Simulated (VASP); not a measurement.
A run of VASP 6.6.1 is set up as follows.

File INCAR:

```
SYSTEM = WSe2
ALGO     = Normal         ! electronic algorithm
EDIFF    = 1E-7           ! SCF threshold, eV
ENCUT    = 520            ! plane-wave cutoff, eV
GGA      = PE             ! functional
GGA_COMPAT= .FALSE.      
ISIF     = 2              ! what is computed and relaxed
ISMEAR   = -1             ! smearing method
KPAR     = 4            
LASPH    = .TRUE.         ! aspherical terms in the spheres
LCHARG   = .FALSE.        ! write CHGCAR
LMAXMIX  = 4              ! l up to which the mixer works
LORBIT   = 11             ! projections on sites
LORBMOM  = .TRUE.       
LREAL    = .FALSE.        ! projectors in reciprocal space
LSORBIT  = .TRUE.         ! spin-orbit coupling
LWAVE    = .FALSE.        ! write WAVECAR
MAGMOM   = 0 0 0 0 0 0 0 0 0 0 0 0 0 0 0 0 0 0 ! initial moments
NBANDS   = 68             ! bands
NELM     = 150            ! most SCF steps
PREC     = Accurate       ! precision mode
SIGMA    = 0.02           ! smearing width, eV
```

KPOINTS

```
k-points
0
G
  12 12 2
  0 0 0
```

Contents of POSCAR:

```
WSe2
1.0
    3.2996674501      0.0000000000      0.0000000000
   -1.6498337251      2.8575958358      0.0000000000
    0.0000000000      0.0000000000     13.1487008971
W Se
2 4
Direct
    0.3333333333      0.6666666667      0.2500000000
    0.6666666667      0.3333333333      0.7500000000
    0.6666666667      0.3333333333      0.3766602602
    0.6666666667      0.3333333333      0.1233397398
    0.3333333333      0.6666666667      0.8766602602
    0.3333333333      0.6666666667      0.6233397398
```

Potentials or basis: VASP PAW PBE potentials, release 64 (W_sv, Se).

The run is started by

```console
$ cat potpaw_PBE.64/W_sv/POTCAR potpaw_PBE.64/Se/POTCAR > POTCAR
$ mpirun -np 4 vasp_ncl > vasp.out
```

Question: What does it give for the net moment?

Answer: 0.00 μB per cell.

Question: Estimate the largest force.

Answer: 0.356 eV/Å.

Question: Estimate the pressure.

Answer: 3.9 GPa.

Moments on the atoms (μB; x, y, z):
```
W   0.00 0.00 0.00
W   0.00 0.00 0.00
Se  0.00 0.00 0.00
Se  0.00 0.00 0.00
Se  0.00 0.00 0.00
Se  0.00 0.00 0.00
```

Caveat: the cell stands under pressure; this functional lacks dispersion, which binds the layers, so the pressure and a relaxed spacing across them are unreliable.
